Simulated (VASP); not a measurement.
# Ga (Fm-3m) in VASP: a series of runs

The runs below take Ga through single point, with PBE.

All numbers are computed with VASP 6.6.1; they aren't measurements. Logs are shortened: lines on timing, memory, paths and dates and some standing lists are left out, and cuts for length are marked.

## Step 1: The cell of the first run

Symmetry: Fm-3m, No. 225, cubic system. Conventional cell: a = 4.236 Å, b = 4.236 Å, c = 4.236 Å, α = 90.00°, β = 90.00°, γ = 90.00°. Ga (site symmetry m-3m) has 12 Ga at 3.00 Å within 3.9 Å.

## Step 2: Single point, PBE

Contents of INCAR:

```
PREC = Accurate
ENCUT = 500
EDIFF = 1E-6
ISMEAR = -1
SIGMA = 0.15
LREAL = False
LASPH = True
NELM = 120
ALGO = Normal
ISIF = 2
LWAVE = False
LCHARG = True
GGA = PE
LELF = True
LVHAR = True
NBANDS = 12
GGA_COMPAT = False
```

Contents of KPOINTS:

```
regular mesh
0
Gamma
  4 4 4
```

Contents of POSCAR:

```
Ga
1.0
    0.0000000000      2.1179000000      2.1179000000
    2.1179000000      0.0000000000      2.1179000000
    2.1179000000      2.1179000000      0.0000000000
Ga
1
Direct
    0.0000000000      0.0000000000      0.0000000000
```

Potentials or basis: VASP PAW PBE potentials, release 64 (Ga_d).

Command:

```console
> cat potpaw_PBE.64/Ga_d/POTCAR > POTCAR
> mpirun -np 1 vasp_std > vasp.out
```

OUTCAR:

```text
PREC = Accurate
   ENCUT = 500
   EDIFF = 1E-6
   ISMEAR = -1
   LREAL = False
   LASPH = True
   NELM = 120
   ISIF = 2
   GGA = PE

 ion  position               nearest neighbor table
   1  0.000  0.000  0.000-

  LATTYP: Found a face centered cubic cell.
 ALAT       =     4.2358000000

  Lattice vectors:

 A1 = (   0.0000000000,   2.1179000000,   2.1179000000)
 A2 = (   2.1179000000,   0.0000000000,   2.1179000000)
 A3 = (   2.1179000000,   2.1179000000,   0.0000000000)

Analysis of symmetry for initial positions (statically):
=====================================================================
 Subroutine PRICEL returns:
 Original cell was already a primitive cell.

 Routine SETGRP: Setting up the symmetry group for a
 face centered cubic supercell.

 Subroutine GETGRP returns: Found 48 space group operations
 (whereof 48 operations were pure point group operations)
 out of a pool of 48 trial point group operations.

The static configuration has the point symmetry O_h .

Analysis of symmetry for dynamics (positions and initial velocities):
=====================================================================
 Subroutine PRICEL returns:
 Original cell was already a primitive cell.

 Routine SETGRP: Setting up the symmetry group for a
 face centered cubic supercell.

 Subroutine GETGRP returns: Found 48 space group operations
 (whereof 48 operations were pure point group operations)
 out of a pool of 48 trial point group operations.

The dynamic configuration has the point symmetry O_h .

 Subroutine INISYM returns: Found 48 space group operations
 (whereof 48 operations are pure point group operations),
 and found     1 'primitive' translations

----------------------------------------------------------------------------------------

                                     Primitive cell

  volume of cell :      18.9997

  direct lattice vectors                    reciprocal lattice vectors
     0.000000000  2.117900000  2.117900000    -0.236082912  0.236082912  0.236082912
     2.117900000  0.000000000  2.117900000     0.236082912 -0.236082912  0.236082912
     2.117900000  2.117900000  0.000000000     0.236082912  0.236082912 -0.236082912

  length of vectors
     2.995162904  2.995162904  2.995162904     0.408907599  0.408907599  0.408907599

  position of ions in fractional coordinates (direct lattice)
     0.000000000  0.000000000  0.000000000

  ion indices of the primitive-cell ions
   primitive index   ion index
                 1           1

----------------------------------------------------------------------------------------

 KPOINTS: regular mesh

Automatic generation of k-mesh.
 Grid dimensions read from file:
 generate k-points for:    4    4    4

 Generating k-lattice:

  Cartesian coordinates                     Fractional coordinates (reciprocal lattice)
    -0.059020728  0.059020728  0.059020728     0.250000000  0.000000000  0.000000000
     0.059020728 -0.059020728  0.059020728     0.000000000  0.250000000  0.000000000
     0.059020728  0.059020728 -0.059020728     0.000000000  0.000000000  0.250000000

  Length of vectors
     0.102226900  0.102226900  0.102226900

  Shift w.r.t. Gamma in fractional coordinates (k-lattice)
     0.000000000  0.000000000  0.000000000

 Subroutine IBZKPT returns following result:
 ===========================================

 Found      8 irreducible k-points:

 Following reciprocal coordinates:
            Coordinates               Weight
  0.000000  0.000000  0.000000      1.000000
  0.250000  0.000000  0.000000      8.000000
  0.500000  0.000000  0.000000      4.000000
  0.250000  0.250000  0.000000      6.000000
  0.500000  0.250000  0.000000     24.000000
 -0.250000  0.250000  0.000000     12.000000
  0.500000  0.500000  0.000000      3.000000
 -0.250000  0.500000  0.250000      6.000000
   k-points           NKPTS =      8   k-points in BZ     NKDIM =      8   number of bands    NBANDS=     12
   number of dos      NEDOS =    301   number of ions     NIONS =      1
   total plane-waves  NPLWV =  13824
   dimension x,y,z NGX =    24 NGY =   24 NGZ =   24
   dimension x,y,z NGXF=    48 NGYF=   48 NGZF=   48
   ions per type =               1
   NGX,Y,Z   is equivalent  to a cutoff of  13.32, 13.32, 13.32 a.u.
   NGXF,Y,Z  is equivalent  to a cutoff of  26.64, 26.64, 26.64 a.u.
 SYSTEM =  unknown system
   PREC   = accura    normal or accurate (medium, high low for compatibility)
   ISTART =      0    job   : 0-new  1-cont  2-samecut
   ICHARG =      2    charge: 1-file 2-atom 10-const
   ISPIN  =      1    spin polarized calculation?
   LNONCOLLINEAR =      F non collinear calculations
   LSORBIT =      F    spin-orbit coupling
   LASPH  =      T    aspherical Exc in radial PAW
   ENCUT  =  500.0 eV  36.75 Ry    6.06 a.u.   5.46  5.46  5.46*2*pi/ulx,y,z
   NELM   =    120;   NELMIN=  2; NELMDL= -5     # of ELM steps
   EDIFF  = 0.1E-05   stopping-criterion for ELM
   LREAL  =      F    real-space projection
   EDIFFG = 0.1E-04   stopping-criterion for IOM
   NSW    =      0    number of steps for IOM
   IBRION =     -1    ionic relax: 0-MD 1-quasi-New 2-CG
   NFREE  =      0    steps in history (QN), initial steepest desc. (CG)
   ISIF   =      2    stress and relaxation
   ISYM   =      2    0-nonsym 1-usesym 2-fastsym
   POTIM  = 0.5000    time-step for ionic-motion
   TEBEG  =    0.0;   TEEND  =   0.0 temperature during run
   PSTRESS=    0.0 pullay stress
   NELECT =      13.0000    total number of electrons
   NUPDOWN=      -1.0000    fix difference up-down
   EMIN   =  10.00;   EMAX   =-10.00  energy-range for DOS
   EFERMI =   0.00;   METHOD = LEGACY
   ISMEAR =    -1;   SIGMA  =   0.15  broadening in eV -4-tet -1-fermi 0-gaus
   EFERMI_NEDOS =   21; number of points for ismear=-14 and -15
   IALGO  =     38    algorithm
   IMIX   =      4    mixing-type and parameters
     AMIX     =   0.40;   BMIX     =  1.00
     AMIX_MAG =   1.60;   BMIX_MAG =  1.00
  volume/ion in A,a.u.               =      19.00       128.22
  Fermi-wavevector in a.u.,A,eV,Ry     =   1.442582  2.726085 28.314305  2.081043
  Thomas-Fermi vector in A             =   2.561086
   LORBIT       =      0    0 simple, 1 ext, 2 COOP (PROOUT), +10 PAW based schemes
   GGA     = PE    functional components
   LHFCALC =     F    Hartree Fock is set to
   AEXX    =    0.0000 exact exchange contribution
   IVDW    =     0    specifies the selected vdW correction
   LEPSILON=     F    determine dielectric tensor
   LRPA    =     F    only Hartree local field effects (RPA)
 non-spin polarized calculation
  energy-cutoff  :      500.00
  volume of cell :       19.00
 maximum number of plane-waves:       531
 NGX is ok and might be reduce to    24
   NGX = 11   NGY = 11   NGZ = 11

 number of electron      13.0000010 magnetization

 Free energy of the ion-electron system (eV)
  ---------------------------------------------------
  ext. energy  EPLUGINS =         0.00000000
  ---------------------------------------------------
  free energy    TOTEN  =        -2.69980178 eV

  energy without entropy =       -2.63334414  energy(sigma->0) =       -2.66657296

 E-fermi :   5.1731     XC(G=0): -10.9669

 val. band max:        4.8254751024   @ k =   0.5000   0.2500   0.0000
 cond. band min:       5.3277097343   @ k =  -0.2500   0.5000   0.2500
 fundamental gap:      0.5022346320
 Fermi energy:         5.1730759235

 k-point     1 :       0.0000    0.0000    0.0000
  band No.  band energies     occupation
      1      -9.3264      2.00000
      2      -9.3264      2.00000
      3      -9.3264      2.00000
      4      -9.2076      2.00000
      5      -9.2076      2.00000
      6      -5.4816      2.00000
      7      17.6529      0.00000
      8      17.6529      0.00000
      9      17.6529      0.00000
     10      21.3056      0.00000
     11      21.5243      0.00000
     12      21.5243      0.00000

 k-point     2 :       0.2500    0.0000    0.0000
  band No.  band energies     occupation
      1      -9.3549      2.00000
      2      -9.2981      2.00000
      3      -9.2981      2.00000
      4      -9.1833      2.00000
      5      -9.1833      2.00000
      6      -3.8660      2.00000
      7       9.0972      0.00000
      8      16.0391      0.00000
      9      16.0391      0.00000
     10      19.6011      0.00000
     11      22.1653      0.00000
     12      22.1653      0.00000

 k-point     3 :       0.5000    0.0000    0.0000
  band No.  band energies     occupation
      1      -9.4004      2.00000
      2      -9.3218      2.00000
      3      -9.3217      2.00000
      4      -9.1055      2.00000
      5      -9.1055      2.00000
      6       0.5661      2.00000
      7       1.5748      2.00000
      8      15.3098      0.00000
      9      15.3098      0.00000
     10      19.9738      0.00000
     11      19.9738      0.00000
     12      20.0889      0.00000

 k-point     4 :       0.2500    0.2500    0.0000
  band No.  band energies     occupation
      1      -9.4068      2.00000
      2      -9.3083      2.00000
      3      -9.2080      2.00000
      4      -9.2080      2.00000
      5      -9.1602      2.00000
      6      -3.3324      2.00000
      7      12.6207      0.00000
      8      12.7106      0.00000
      9      12.7106      0.00000
     10      15.7098      0.00000
     11      16.5163      0.00000
     12      29.3695      0.00000

 k-point     5 :       0.5000    0.2500    0.0000
  band No.  band energies     occupation
      1      -9.4072      2.00000
      2      -9.3245      2.00000
      3      -9.2129      2.00000
      4      -9.1879      2.00000
      5      -9.0990      2.00000
      6       0.4162      2.00000
      7       4.8255      1.82061
      8       9.0454      0.00000
      9      12.0935      0.00000
     10      15.3145      0.00000
     11      22.0355      0.00000
     12      26.0916      0.00000

 k-point     6 :      -0.2500    0.2500    0.0000
  band No.  band energies     occupation
      1      -9.3404      2.00000
      2      -9.3102      2.00000
      3      -9.2323      2.00000
      4      -9.1951      2.00000
      5      -9.1781      2.00000
      6      -1.1706      2.00000
      7       7.4133      0.00000
      8       7.5750      0.00000
      9      14.6470      0.00000
     10      17.5679      0.00000
     11      24.1146      0.00000
     12      24.2997      0.00000

 k-point     7 :       0.5000    0.5000    0.0000
  band No.  band energies     occupation
      1      -9.4878      2.00000
      2      -9.4374      2.00000
      3      -9.1126      2.00000
      4      -9.0797      2.00000
      5      -9.0797      2.00000
      6       2.9911      2.00000
      7       3.1611      2.00000
      8      10.4205      0.00000
      9      10.4205      0.00000
     10      13.8766      0.00000
     11      13.9571      0.00000
     12      35.3853      0.00000

 k-point     8 :      -0.2500    0.5000    0.2500
  band No.  band energies     occupation
      1      -9.3533      2.00000
      2      -9.2997      2.00000
      3      -9.2997      2.00000
      4      -9.1797      2.00000
      5      -9.0796      2.00000
      6       3.9892      1.99925
      7       5.3277      0.52582
      8       5.3277      0.52582
      9       6.9647      0.00001
     10      21.1570      0.00000
     11      22.7587      0.00000
     12      22.7587      0.00000

------------------------ aborting loop because EDIFF is reached ----------------------------------------

  FORCE on cell =-STRESS in cart. coord.  units (eV):
  Direction    XX          YY          ZZ          XY          YZ          ZX
  --------------------------------------------------------------------------------------
  -------------------------------------------------------------------------------------
  Total        0.5844594      0.5844594      0.5844594      0.0000000     -0.0000000      0.0000000
  in kB       49.2854334     49.2854334     49.2854334      0.0000000     -0.0000000      0.0000000
  external PRESSURE =      49.2854334 kB  Pullay stress =       0.0000000 kB

 VOLUME and BASIS-vectors are now :
 -----------------------------------------------------------------------------
  energy-cutoff  :      500.00
  volume of cell :       19.00
      direct lattice vectors                 reciprocal lattice vectors
     0.000000000  2.117900000  2.117900000    -0.236082912  0.236082912  0.236082912
     2.117900000  0.000000000  2.117900000     0.236082912 -0.236082912  0.236082912
     2.117900000  2.117900000  0.000000000     0.236082912  0.236082912 -0.236082912

 POSITION                                       TOTAL-FORCE (eV/Angst)
 -----------------------------------------------------------------------------------
      0.00000      0.00000      0.00000         0.000000     -0.000000      0.000000
 -----------------------------------------------------------------------------------
    total drift:                               -0.000000      0.000000     -0.000000

  FREE ENERGIE OF THE ION-ELECTRON SYSTEM (eV)
  ---------------------------------------------------
  free  energy   TOTEN  =        -2.6998017789 eV

  energy  without entropy=       -2.6333441366  energy(sigma->0) =       -2.66657296
```

It took 2.1 s on 1 thread of Intel Xeon Platinum 8559C (Emerald Rapids), shared host; peak memory 0.12 GiB.

Results:

| Quantity | Value |
| --- | --- |
| Free energy | -2.6998 eV |
| Pressure | 4.9 GPa |

Caveat: the k points lie up to 0.64 Å⁻¹ apart.

## Step 3: Single point, PBE, non-collinear spin, zero start, spin-orbit coupling

This run uses another cell than the first one, of 18.62 Å³/atom, 0.980 times its volume.

Contents of INCAR:

```
SYSTEM = Ga
PREC = Accurate
ENCUT = 500
EDIFF = 1E-6
ISMEAR = -1
SIGMA = 0.15
LREAL = .False.
LASPH = .True.
NELM = 200
ALGO = Normal
ISIF = 2
LWAVE = .False.
LCHARG = .True.
MAGMOM = 0 0 0
LORBIT = 11
LSORBIT = .True.
GGA_COMPAT = .False.
LORBMOM = .True.
GGA = PE
LVHAR = .True.
NBANDS = 24
```

Contents of KPOINTS:

```
regular mesh
0
Gamma
  4 4 4
  0 0 0
```

Contents of POSCAR:

```
Ga
1.0
    0.0000000000      2.1036854800      2.1036854800
    2.1036854800      0.0000000000      2.1036854800
    2.1036854800      2.1036854800      0.0000000000
Ga
1
Direct
    0.0000000000      0.0000000000      0.0000000000
```

Potentials or basis: VASP PAW PBE potentials, release 64 (Ga_d).

Command:

```console
> cat potpaw_PBE.64/Ga_d/POTCAR > POTCAR
> mpirun -np 1 vasp_ncl > vasp.out
```

It took 6.8 s on 1 thread of Intel Xeon Platinum 8559C (Emerald Rapids), shared host; peak memory 0.18 GiB.

Results (log left out):

```yaml
Free_energy: -2.6922 eV
Pressure: 6.2 GPa
Net_moment: 0.00 μB per cell
Valence_electrons_inside_the_program's_atomic_spheres: Ga 11.55
```

Moments on the atoms (μB; x, y, z):
```
Ga  0.00 0.00 0.00
```

Caveat: the k points lie up to 0.65 Å⁻¹ apart.
